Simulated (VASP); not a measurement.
# CuO2 (Cmcm) in VASP: a series of runs

CuO2 is run at these levels: PBEsol, LDA; tasks: single point.

All numbers are computed with VASP 6.6.1; they aren't measurements. Logs are shortened: lines on timing, memory, paths and dates and some standing lists are left out, and cuts for length are marked.

### Step 1. The cell of the first run

Symmetry: Cmcm, No. 63, orthorhombic system. Conventional cell: a = 2.825 Å, b = 10.421 Å, c = 4.343 Å, α = 90.00°, β = 90.00°, γ = 90.00°. Within 2.5 Å of Cu (site symmetry m2m) lie 6 O at 1.86 to 2.22 Å. Within 2.5 Å of O (site symmetry m2m) lie 4 Cu at 1.90 to 2.22 Å and 1 O at 2.47 Å. Within 2.5 Å of O (site symmetry m2m) lie 2 Cu at 1.86 Å and 3 O at 2.42 to 2.47 Å.

### Step 2. Single point, PBEsol

INCAR reads:

```
SYSTEM = CuO2
PREC = Accurate ; ENCUT = 520
EDIFF = 1E-6 ; ISMEAR = -1
SIGMA = 0.1 ; LREAL = .FALSE.
LASPH = .TRUE. ; NELM = 60
ALGO = Normal ; ISIF = 2
LWAVE = .FALSE. ; LCHARG = .FALSE.
GGA = PS ; NBANDS = 32
```

KPOINTS reads:

```
Automatic mesh
0
G
  7 7 5
  0 0 0
```

POSCAR reads:

```
CuO2
1.0
    1.4126150000     -5.2107470000      0.0000000000
    1.4126150000      5.2107470000      0.0000000000
    0.0000000000      0.0000000000      4.3434240000
Cu O
2 4
Direct
    0.1672530000      0.8327470000      0.7500000000
    0.8327470000      0.1672530000      0.2500000000
    0.7889700000      0.2110300000      0.7500000000
    0.2110300000      0.7889700000      0.2500000000
    0.5514860000      0.4485140000      0.7500000000
    0.4485140000      0.5514860000      0.2500000000
```

Potentials or basis: VASP PAW PBE potentials, release 64 (Cu, O).

The run is started by

```sh
cat potpaw_PBE.64/Cu/POTCAR potpaw_PBE.64/O/POTCAR > POTCAR
mpirun -np 1 vasp_std > vasp.out
```

OUTCAR:

```text
SYSTEM = CuO2
   PREC = Accurate
   ENCUT = 520
   EDIFF = 1E-6
   ISMEAR = -1
   LREAL = .FALSE.
   LASPH = .TRUE.
   NELM = 60
   ISIF = 2
   GGA = PS

 ion  position               nearest neighbor table
   1  0.167  0.833  0.750-   5 1.86   5 1.86   3 1.90   3 1.90   4 2.22   4 2.22
   2  0.833  0.167  0.250-   6 1.86   6 1.86   4 1.90   4 1.90   3 2.22   3 2.22
   3  0.789  0.211  0.750-   1 1.90   1 1.90   2 2.22   2 2.22
   4  0.211  0.789  0.250-   2 1.90   2 1.90   1 2.22   1 2.22
   5  0.551  0.449  0.750-   1 1.86   1 1.86
   6  0.449  0.551  0.250-   2 1.86   2 1.86

  LATTYP: Found a base centered orthorhombic cell.
 ALAT       =     2.8252300000
 B/A-ratio  =     3.6887241039
 C/A-ratio  =     1.5373700548

  Lattice vectors:

 A1 = (   1.4126150000,  -5.2107470000,   0.0000000000)
 A2 = (   1.4126150000,   5.2107470000,   0.0000000000)
 A3 = (   0.0000000000,   0.0000000000,   4.3434240000)

Analysis of symmetry for initial positions (statically):
=====================================================================
 Subroutine PRICEL returns:
 Original cell was already a primitive cell.

 Routine SETGRP: Setting up the symmetry group for a
 base centered orthorhombic supercell.

 Subroutine GETGRP returns: Found  8 space group operations
 (whereof  4 operations were pure point group operations)
 out of a pool of  8 trial point group operations.

The static configuration has the point symmetry C_2h.
 The point group associated with its full space group is D_2h.

Analysis of symmetry for dynamics (positions and initial velocities):
=====================================================================
 Subroutine PRICEL returns:
 Original cell was already a primitive cell.

 Routine SETGRP: Setting up the symmetry group for a
 base centered orthorhombic supercell.

 Subroutine GETGRP returns: Found  8 space group operations
 (whereof  4 operations were pure point group operations)
 out of a pool of  8 trial point group operations.

The dynamic configuration has the point symmetry C_2h.
 The point group associated with its full space group is D_2h.

 Subroutine INISYM returns: Found  8 space group operations
 (whereof  4 operations are pure point group operations),
 and found     1 'primitive' translations

----------------------------------------------------------------------------------------

                                     Primitive cell
[... 94 lines left out ...]
   LNONCOLLINEAR =      F non collinear calculations
   LSORBIT =      F    spin-orbit coupling
   LASPH  =      T    aspherical Exc in radial PAW
   ENCUT  =  520.0 eV  38.22 Ry    6.18 a.u.  10.04 10.04  8.08*2*pi/ulx,y,z
   NELM   =     60;   NELMIN=  2; NELMDL= -5     # of ELM steps
   EDIFF  = 0.1E-05   stopping-criterion for ELM
   LREAL  =      F    real-space projection
   EDIFFG = 0.1E-04   stopping-criterion for IOM
   NSW    =      0    number of steps for IOM
   IBRION =     -1    ionic relax: 0-MD 1-quasi-New 2-CG
   NFREE  =      0    steps in history (QN), initial steepest desc. (CG)
   ISIF   =      2    stress and relaxation
   ISYM   =      2    0-nonsym 1-usesym 2-fastsym
   POTIM  = 0.5000    time-step for ionic-motion
   TEBEG  =    0.0;   TEEND  =   0.0 temperature during run
   PSTRESS=    0.0 pullay stress
   NELECT =      46.0000    total number of electrons
   NUPDOWN=      -1.0000    fix difference up-down
   EMIN   =  10.00;   EMAX   =-10.00  energy-range for DOS
   EFERMI =   0.00;   METHOD = LEGACY
   ISMEAR =    -1;   SIGMA  =   0.10  broadening in eV -4-tet -1-fermi 0-gaus
   EFERMI_NEDOS =   21; number of points for ismear=-14 and -15
   IALGO  =     38    algorithm
   IMIX   =      4    mixing-type and parameters
     AMIX     =   0.40;   BMIX     =  1.00
     AMIX_MAG =   1.60;   BMIX_MAG =  1.00
  volume/ion in A,a.u.               =      10.66        71.92
  Fermi-wavevector in a.u.,A,eV,Ry     =   1.466894  2.772028 29.276722  2.151778
  Thomas-Fermi vector in A             =   2.582577
   LORBIT       =      0    0 simple, 1 ext, 2 COOP (PROOUT), +10 PAW based schemes
   GGA     = PS    functional components
   LHFCALC =     F    Hartree Fock is set to
   AEXX    =    0.0000 exact exchange contribution
   IVDW    =     0    specifies the selected vdW correction
   LEPSILON=     F    determine dielectric tensor
   LRPA    =     F    only Hartree local field effects (RPA)
 non-spin polarized calculation
  energy-cutoff  :      520.00
  volume of cell :       63.94
 maximum number of plane-waves:      1733
   NGX = 21   NGY = 21   NGZ = 17

 number of electron      45.9999979 magnetization

 Free energy of the ion-electron system (eV)
  ---------------------------------------------------
  ext. energy  EPLUGINS =         0.00000000
  ---------------------------------------------------
  free energy    TOTEN  =       -29.77483103 eV

  energy without entropy =      -29.61424623  energy(sigma->0) =      -29.69453863

 E-fermi :   2.4120     XC(G=0): -11.2260

 val. band max:        2.4105157893   @ k =   0.4286   0.1429   0.4000
 cond. band min:       2.4134970362   @ k =  -0.1429   0.1429   0.2000
 fundamental gap:      0.0029812469
 Fermi energy:         2.4119827807

 k-point     1 :       0.0000    0.0000    0.0000
  band No.  band energies     occupation
      1     -16.6904      2.00000
      2     -15.1606      2.00000
      3     -15.0106      2.00000
      4     -14.3617      2.00000
      5      -3.7081      2.00000
      6      -3.5146      2.00000
[... 829 lines left out ...]
     31      15.1501      0.00000
     32      16.4073      0.00000

 [... further k-points ...]
[... 5 lines left out ...]
  --------------------------------------------------------------------------------------
  -------------------------------------------------------------------------------------
  Total       -3.4189392     -2.9441567     -2.6096577      0.0000000      0.0000000      0.0000000
  in kB      -85.6674681    -73.7709685    -65.3895138      0.0000000      0.0000000      0.0000000
  external PRESSURE =     -74.9426501 kB  Pullay stress =       0.0000000 kB

 VOLUME and BASIS-vectors are now :
 -----------------------------------------------------------------------------
  energy-cutoff  :      520.00
  volume of cell :       63.94
      direct lattice vectors                 reciprocal lattice vectors
     1.412615000 -5.210747000  0.000000000     0.353953483 -0.095955532  0.000000000
     1.412615000  5.210747000  0.000000000     0.353953483  0.095955532  0.000000000
     0.000000000  0.000000000  4.343424000     0.000000000  0.000000000  0.230233106

 POSITION                                       TOTAL-FORCE (eV/Angst)
 -----------------------------------------------------------------------------------
      1.41261      3.46772      3.25757         0.000000     -0.016260      0.000000
      1.41261     -3.46772      1.08586         0.000000      0.016260      0.000000
      1.41261     -3.01150      3.25757         0.000000      0.461176      0.000000
      1.41261      3.01150      1.08586         0.000000     -0.461176      0.000000
      1.41261     -0.53656      3.25757         0.000000     -0.232867     -0.000000
      1.41261      0.53656      1.08586         0.000000      0.232867      0.000000
 -----------------------------------------------------------------------------------
    total drift:                               -0.000000      0.000000     -0.000000

  FREE ENERGIE OF THE ION-ELECTRON SYSTEM (eV)
  ---------------------------------------------------
  free  energy   TOTEN  =       -29.7748310309 eV

  energy  without entropy=      -29.6142462271  energy(sigma->0) =      -29.69453863
```

stdout:

```text
POSCAR found type information on POSCAR CuO
 POSCAR found :  2 types and       6 ions
 scaLAPACK will be used
 -----------------------------------------------------------------------------
|                                                                             |
|                                                                             |
|     You enforced a specific xc type in the INCAR file but a different       |
|     I HOPE YOU KNOW WHAT YOU ARE DOING!                                     |
|                                                                             |
 -----------------------------------------------------------------------------

 LDA part: xc-table for (Slater+PW92), standard interpolation
 POSCAR, INCAR and KPOINTS ok, starting setup
 FFT: planning ... GRIDC
 FFT: planning ... GRID_SOFT
 FFT: planning ... GRID
 WAVECAR not read
 entering main loop
```

Run time: 93 s. Hardware: 1 thread of AMD EPYC 9R45 (Zen 5), shared host; peak memory 0.22 GiB.

Results:

```yaml
Free_energy: -29.7748 eV
Pressure: -7.5 GPa
Largest_force: 0.461 eV/Å
Band_gap_on_the_k_mesh: zero (band 23 reaches 2.52 eV, above the bottom of band 24 at 2.27 eV)
```

Forces on the atoms (eV/Å):
```
Cu   0.000 -0.016  0.000
Cu   0.000  0.016  0.000
O    0.000  0.461  0.000
O    0.000 -0.461  0.000
O    0.000 -0.233  0.000
O    0.000  0.233  0.000
```

Stress tensor (GPa, compression positive):
```
-8.57  0.00  0.00
 0.00 -7.38  0.00
 0.00  0.00 -6.54
```

Levels at points of the mesh, in eV from the Fermi level:
```csv
k point,band 21,band 22,band 23,band 24,band 25,band 26
"(0.00, 0.00, 0.00)",-1.06,-1.05,-0.57,-0.07,0.99,1.27
```

Caveat: the PAW data sets were made with another functional, which shifts forces and pressure a little; semilocal functionals often make such compounds metallic where correlation or magnetic order opens a gap, which also shifts bond lengths. With open d or f shells a metallic result of PBEsol can be an artefact of self-interaction; +U or a hybrid may open a gap.

### Step 3. Single point, PBEsol

INCAR reads:

```
ALGO = Normal
EDIFF = 1E-6
ENCUT = 520
GGA = PS
ISIF = 2
ISMEAR = -1
LASPH = True
LCHARG = False
LREAL = False
LWAVE = False
NBANDS = 32
NELM = 60
PREC = Accurate
SIGMA = 0.1
```

KPOINTS reads:

```
k-points
0
Gamma
  9 9 6
```

POSCAR is that of step 2.

Potentials or basis: VASP PAW PBE potentials, release 64 (Cu, O).

The run is started by

```sh
cat potpaw_PBE.64/Cu/POTCAR potpaw_PBE.64/O/POTCAR > POTCAR
mpirun -np 1 vasp_std > vasp.out
```

It took 3 min on 1 thread of AMD EPYC 9R45 (Zen 5), shared host; peak memory 0.29 GiB.

It converged, with:

```yaml
Free_energy: -29.7800 eV
Pressure: -7.6 GPa
Largest_force: 0.442 eV/Å
Band_gap_on_the_k_mesh: zero (band 23 reaches 2.72 eV, above the bottom of band 24 at 2.21 eV)
```

Forces on the atoms (eV/Å):
```
Cu   0.000 -0.026  0.000
Cu   0.000  0.026  0.000
O    0.000  0.442  0.000
O    0.000 -0.442  0.000
O    0.000 -0.227  0.000
O    0.000  0.227  0.000
```

Stress tensor (GPa, compression positive):
```
-8.63  0.00  0.00
 0.00 -7.33  0.00
 0.00  0.00 -6.75
```

Levels at points of the mesh, in eV from the Fermi level:
| k point | band 19 | band 20 | band 21 | band 22 | band 23 | band 24 | band 25 | band 26 | band 27 | band 28 |
| --- | --- | --- | --- | --- | --- | --- | --- | --- | --- | --- |
| (0.00, 0.00, 0.00) | -1.39 | -1.30 | -1.07 | -1.05 | -0.58 | -0.07 | 0.99 | 1.27 | 5.93 | 10.25 |
| (0.00, 0.00, 0.50) | -1.65 | -1.65 | -0.97 | -0.97 | 0.31 | 0.31 | 1.14 | 1.14 | 8.51 | 8.51 |

Caveat: the PAW data sets were made with another functional, which shifts forces and pressure a little; semilocal functionals often make such compounds metallic where correlation or magnetic order opens a gap, which also shifts bond lengths.

(Continued in part 2 of 2.)
